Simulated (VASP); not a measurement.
# Mn (Fmmm) in VASP: single point with PBEsol

Aim: the single point of Mn with PBEsol.

Program: VASP 6.6.1. These are calculated values, not measurements. Logs are shortened: lines on timing, memory, paths and dates and some standing lists are left out, and cuts for length are marked.

### 1 The cell of the first run

It takes space group Fmmm (No. 69, orthorhombic). The conventional cell has a = 2.555 Å, b = 4.194 Å, c = 8.158 Å, α = 90.00°, β = 90.00°, γ = 90.00°. Within 2.6 Å of Mn (site symmetry mm2) lie 9 Mn at 1.91 to 2.55 Å.

### 2 Single point, PBEsol

INCAR reads:

```
PREC = Accurate ; ENCUT = 520
EDIFF = 1E-6 ; ISMEAR = 0
SIGMA = 0.1 ; LREAL = F
LASPH = T ; NELM = 80
ALGO = Fast ; ISIF = 2
LWAVE = F ; LCHARG = F
GGA = PS ; NBANDS = 20
```

KPOINTS reads:

```
regular mesh
0
Gamma
  26 26 26
```

POSCAR reads:

```
Mn
1.0
    0.0000000000      2.0969531273      4.0789007025
    1.2774780038      0.0000000000      4.0789007025
    1.2774780038      2.0969531273      0.0000000000
Mn
2
Direct
    0.1170220311      0.1170220311      0.8829779689
    0.8829779689      0.8829779689      0.1170220311
```

Potentials or basis: VASP PAW PBE potentials, release 64 (Mn_pv).

Run with:

```console
cat potpaw_PBE.64/Mn_pv/POTCAR > POTCAR
mpirun -np 1 vasp_std > vasp.out
```

OUTCAR:

```text
PREC = Accurate
   ENCUT = 520
   EDIFF = 1E-6
   ISMEAR = 0
   LREAL = F
   LASPH = T
   NELM = 80
   ISIF = 2
   GGA = PS

 ion  position               nearest neighbor table
   1  0.117  0.117  0.883-   2 1.91   2 2.52   2 2.52   2 3.02   2 3.02   2 3.11   2 3.11   2 3.11
                             2 3.11
   2  0.883  0.883  0.117-   1 1.91   1 2.52   1 2.52   1 3.02   1 3.02   1 3.11   1 3.11   1 3.11
                             1 3.11

  LATTYP: Found a face centered orthorhombic cell.
 ALAT       =     2.5549560076
 B/A-ratio  =     1.6414788521
 C/A-ratio  =     3.1929322387

  Lattice vectors:

 A1 = (   0.0000000000,   2.0969531273,   4.0789007025)
 A2 = (   1.2774780038,   0.0000000000,   4.0789007025)
 A3 = (   1.2774780038,   2.0969531273,   0.0000000000)

Analysis of symmetry for initial positions (statically):
=====================================================================
 Subroutine PRICEL returns:
 Original cell was already a primitive cell.

 Routine SETGRP: Setting up the symmetry group for a
 face centered orthorhombic supercell.

 Subroutine GETGRP returns: Found  8 space group operations
 (whereof  8 operations were pure point group operations)
 out of a pool of  8 trial point group operations.

The static configuration has the point symmetry D_2h.

Analysis of symmetry for dynamics (positions and initial velocities):
=====================================================================
 Subroutine PRICEL returns:
 Original cell was already a primitive cell.

 Routine SETGRP: Setting up the symmetry group for a
 face centered orthorhombic supercell.

 Subroutine GETGRP returns: Found  8 space group operations
 (whereof  8 operations were pure point group operations)
 out of a pool of  8 trial point group operations.

The dynamic configuration has the point symmetry D_2h.

 Subroutine INISYM returns: Found  8 space group operations
 (whereof  8 operations are pure point group operations),
 and found     1 'primitive' translations

----------------------------------------------------------------------------------------

                                     Primitive cell

  volume of cell :      21.8532

  direct lattice vectors                    reciprocal lattice vectors
     0.000000000  2.096953127  4.078900703    -0.391396172  0.238441190  0.122582048
     1.277478004  0.000000000  4.078900703     0.391396172 -0.238441190  0.122582048
     1.277478004  2.096953127  0.000000000     0.391396172  0.238441190 -0.122582048

  length of vectors
     4.586354038  4.274269644  2.455435291     0.474417035  0.474417035  0.474417035

  position of ions in fractional coordinates (direct lattice)
     0.117022031  0.117022031  0.882977969
     0.882977969  0.882977969  0.117022031

  ion indices of the primitive-cell ions
   primitive index   ion index
                 1           1
                 2           2

----------------------------------------------------------------------------------------

 KPOINTS: regular mesh

Automatic generation of k-mesh.
 Grid dimensions read from file:
 generate k-points for:   26   26   26

 Generating k-lattice:

  Cartesian coordinates                     Fractional coordinates (reciprocal lattice)
    -0.015053699  0.009170815  0.004714694     0.038461538  0.000000000  0.000000000
     0.015053699 -0.009170815  0.004714694     0.000000000  0.038461538  0.000000000
     0.015053699  0.009170815 -0.004714694     0.000000000  0.000000000  0.038461538

  Length of vectors
     0.018246809  0.018246809  0.018246809

  Shift w.r.t. Gamma in fractional coordinates (k-lattice)
     0.000000000  0.000000000  0.000000000

 Subroutine IBZKPT returns following result:
 ===========================================

 Found   2471 irreducible k-points:

 Following reciprocal coordinates:
            Coordinates               Weight
  0.000000  0.000000  0.000000      1.000000
  0.038462 -0.000000  0.000000      8.000000
  0.076923 -0.000000  0.000000      8.000000
  0.115385 -0.000000  0.000000      8.000000
  0.153846  0.000000  0.000000      8.000000
  0.192308 -0.000000  0.000000      8.000000
[... 16 lines left out ...]
  0.346154  0.038462  0.000000      8.000000
  0.384615  0.038462  0.000000      8.000000
 [... further k-points ...]
   k-points           NKPTS =   2471   k-points in BZ     NKDIM =   2471   number of bands    NBANDS=     20
   number of dos      NEDOS =    301   number of ions     NIONS =      2
   total plane-waves  NPLWV =  20736
   dimension x,y,z NGX =    36 NGY =   32 NGZ =   18
   dimension x,y,z NGXF=    72 NGYF=   64 NGZF=   36
   ions per type =               2
   NGX,Y,Z   is equivalent  to a cutoff of  13.05, 12.45, 12.19 a.u.
   NGXF,Y,Z  is equivalent  to a cutoff of  26.10, 24.89, 24.37 a.u.
 SYSTEM =  unknown system
   PREC   = accura    normal or accurate (medium, high low for compatibility)
   ISTART =      0    job   : 0-new  1-cont  2-samecut
   ICHARG =      2    charge: 1-file 2-atom 10-const
   ISPIN  =      1    spin polarized calculation?
   LNONCOLLINEAR =      F non collinear calculations
   LSORBIT =      F    spin-orbit coupling
   LASPH  =      T    aspherical Exc in radial PAW
   ENCUT  =  520.0 eV  38.22 Ry    6.18 a.u.   8.53  7.95  4.57*2*pi/ulx,y,z
   NELM   =     80;   NELMIN=  2; NELMDL= -5     # of ELM steps
   EDIFF  = 0.1E-05   stopping-criterion for ELM
   LREAL  =      F    real-space projection
   EDIFFG = 0.1E-04   stopping-criterion for IOM
   NSW    =      0    number of steps for IOM
   IBRION =     -1    ionic relax: 0-MD 1-quasi-New 2-CG
   NFREE  =      0    steps in history (QN), initial steepest desc. (CG)
   ISIF   =      2    stress and relaxation
   ISYM   =      2    0-nonsym 1-usesym 2-fastsym
   POTIM  = 0.5000    time-step for ionic-motion
   TEBEG  =    0.0;   TEEND  =   0.0 temperature during run
   PSTRESS=    0.0 pullay stress
   NELECT =      26.0000    total number of electrons
   NUPDOWN=      -1.0000    fix difference up-down
   EMIN   =  10.00;   EMAX   =-10.00  energy-range for DOS
   EFERMI =   0.00;   METHOD = LEGACY
   ISMEAR =     0;   SIGMA  =   0.10  broadening in eV -4-tet -1-fermi 0-gaus
   EFERMI_NEDOS =   21; number of points for ismear=-14 and -15
   IALGO  =     68    algorithm
   IMIX   =      4    mixing-type and parameters
     AMIX     =   0.40;   BMIX     =  1.00
     AMIX_MAG =   1.60;   BMIX_MAG =  1.00
  volume/ion in A,a.u.               =      10.93        73.74
  Fermi-wavevector in a.u.,A,eV,Ry     =   1.734713  3.278131 40.943027  3.009228
  Thomas-Fermi vector in A             =   2.808456
   LORBIT       =      0    0 simple, 1 ext, 2 COOP (PROOUT), +10 PAW based schemes
   GGA     = PS    functional components
   LHFCALC =     F    Hartree Fock is set to
   AEXX    =    0.0000 exact exchange contribution
   IVDW    =     0    specifies the selected vdW correction
   LEPSILON=     F    determine dielectric tensor
   LRPA    =     F    only Hartree local field effects (RPA)
 non-spin polarized calculation
 RMM-DIIS sequential band-by-band and
 Gauss-broadening in eV      SIGMA  =   0.10
  energy-cutoff  :      520.00
  volume of cell :       21.85
 maximum number of plane-waves:       607
 NGX is ok and might be reduce to    36
   NGX = 17   NGY = 15   NGZ =  9

 number of electron      26.0000011 magnetization

 Free energy of the ion-electron system (eV)
  ---------------------------------------------------
  ext. energy  EPLUGINS =         0.00000000
  ---------------------------------------------------
  free energy    TOTEN  =       -18.66658135 eV

  energy without entropy =      -18.65392394  energy(sigma->0) =      -18.66025265

 E-fermi :  10.2934     XC(G=0): -14.0010

 val. band max:       10.2923434799   @ k =   0.1538  -0.4615   0.1154
 cond. band min:      10.2939501564   @ k =  -0.3846   0.2308   0.2692
 fundamental gap:      0.0016066766
 Fermi energy:        10.2933702966

 k-point     1 :       0.0000    0.0000    0.0000
  band No.  band energies     occupation
      1     -38.8160      2.00000
      2     -37.3617      2.00000
      3     -37.3321      2.00000
      4     -37.1993      2.00000
      5     -37.1032      2.00000
      6     -36.7802      2.00000
[... 12 lines left out ...]
     19      19.4671      0.00000
     20      30.7452      0.00000

 k-point     2 :       0.0385   -0.0000    0.0000
  band No.  band energies     occupation
      1     -38.8129      2.00000
      2     -37.3686      2.00000
      3     -37.3360      2.00000
      4     -37.2044      2.00000
      5     -37.1071      2.00000
      6     -36.7812      2.00000
[... 12 lines left out ...]
     19      19.4767      0.00000
     20      30.6736      0.00000

 k-point     3 :       0.0769   -0.0000    0.0000
  band No.  band energies     occupation
      1     -38.8038      2.00000
      2     -37.3918      2.00000
      3     -37.3445      2.00000
      4     -37.2206      2.00000
      5     -37.1174      2.00000
      6     -36.7839      2.00000
[... 12 lines left out ...]
     19      19.5088      0.00000
     20      30.4103      0.00000

 k-point     4 :       0.1154   -0.0000    0.0000
  band No.  band energies     occupation
      1     -38.7891      2.00000
      2     -37.4321      2.00000
      3     -37.3548      2.00000
      4     -37.2489      2.00000
      5     -37.1313      2.00000
      6     -36.7884      2.00000
[... 12 lines left out ...]
     19      19.5732      0.00000
     20      29.9008      0.00000

 k-point     5 :       0.1538    0.0000    0.0000
  band No.  band energies     occupation
      1     -38.7697      2.00000
      2     -37.4867      2.00000
      3     -37.3670      2.00000
      4     -37.2892      2.00000
      5     -37.1462      2.00000
      6     -36.7945      2.00000
[... 12 lines left out ...]
     19      19.6857      0.00000
     20      28.7957      0.00000
[... 353 lines left out ...]
      6     -36.8280      2.00000
[... 12 lines left out ...]
     19      20.6298      0.00000
     20      25.7884      0.00000

 k-point    22 :       0.3077    0.0385    0.0000
  band No.  band energies     occupation
      1     -38.6792      2.00000
      2     -37.6991      2.00000
      3     -37.4545      2.00000
      4     -37.4076      2.00000
      5     -37.1880      2.00000
      6     -36.8366      2.00000
[... 12 lines left out ...]
     19      21.0261      0.00000
     20      24.3875      0.00000

 k-point    23 :       0.3462    0.0385    0.0000
  band No.  band energies     occupation
      1     -38.6544      2.00000
      2     -37.7692      2.00000
      3     -37.5109      2.00000
      4     -37.4234      2.00000
      5     -37.2002      2.00000
      6     -36.8444      2.00000
[... 12 lines left out ...]
     19      21.2380      0.00000
     20      23.3007      0.00000

 k-point    24 :       0.3846    0.0385    0.0000
  band No.  band energies     occupation
      1     -38.6326      2.00000
      2     -37.8326      2.00000
      3     -37.5632      2.00000
      4     -37.4371      2.00000
      5     -37.2111      2.00000
      6     -36.8507      2.00000
[... 12 lines left out ...]
     19      20.6670      0.00000
     20      23.1375      0.00000

 [... further k-points ...]

------------------------ aborting loop because EDIFF is reached ----------------------------------------

  FORCE on cell =-STRESS in cart. coord.  units (eV):
  Direction    XX          YY          ZZ          XY          YZ          ZX
  --------------------------------------------------------------------------------------
  -------------------------------------------------------------------------------------
  Total       -0.0426002     -0.0146694      1.3102039      0.0000000      0.0000000      0.0000000
  in kB       -3.1232490     -1.0754910     96.0581414      0.0000000      0.0000000      0.0000000
  external PRESSURE =      30.6198005 kB  Pullay stress =       0.0000000 kB

 VOLUME and BASIS-vectors are now :
 -----------------------------------------------------------------------------
  energy-cutoff  :      520.00
  volume of cell :       21.85
      direct lattice vectors                 reciprocal lattice vectors
     0.000000000  2.096953127  4.078900703    -0.391396172  0.238441190  0.122582048
     1.277478004  0.000000000  4.078900703     0.391396172 -0.238441190  0.122582048
     1.277478004  2.096953127  0.000000000     0.391396172  0.238441190 -0.122582048

 POSITION                                       TOTAL-FORCE (eV/Angst)
 -----------------------------------------------------------------------------------
      1.27748      2.09695      0.95464         0.000000      0.000000      0.741531
      1.27748      2.09695      7.20316         0.000000      0.000000     -0.741531
 -----------------------------------------------------------------------------------
    total drift:                               -0.000000     -0.000000     -0.000000

  FREE ENERGIE OF THE ION-ELECTRON SYSTEM (eV)
  ---------------------------------------------------
  free  energy   TOTEN  =       -18.6665813507 eV

  energy  without entropy=      -18.6539239404  energy(sigma->0) =      -18.66025265
```

It took 7 min on 1 thread of Intel Xeon 6975P-C (Granite Rapids), shared host; peak memory 0.89 GiB.

What came out:

```yaml
Free_energy: -18.6666 eV
Pressure: 3.1 GPa
Largest_force: 0.742 eV/Å
Band_gap_on_the_k_mesh: zero (bands 13 and 14 overlap by 2.36 eV)
```

Forces on the atoms (eV/Å):
```
Mn   0.000  0.000  0.742
Mn   0.000  0.000 -0.742
```

Stress tensor (GPa, compression positive):
```
-0.31  0.00  0.00
 0.00 -0.11  0.00
 0.00  0.00  9.61
```

Caveat: atoms lie so close that the PAW spheres overlap strongly, which falsifies energies and pressures; the stress differs along the axes, from -0 to 10 GPa; the PAW data sets were made with another functional, which shifts forces and pressure a little; the run has no spin polarisation, though such a crystal can be magnetic.
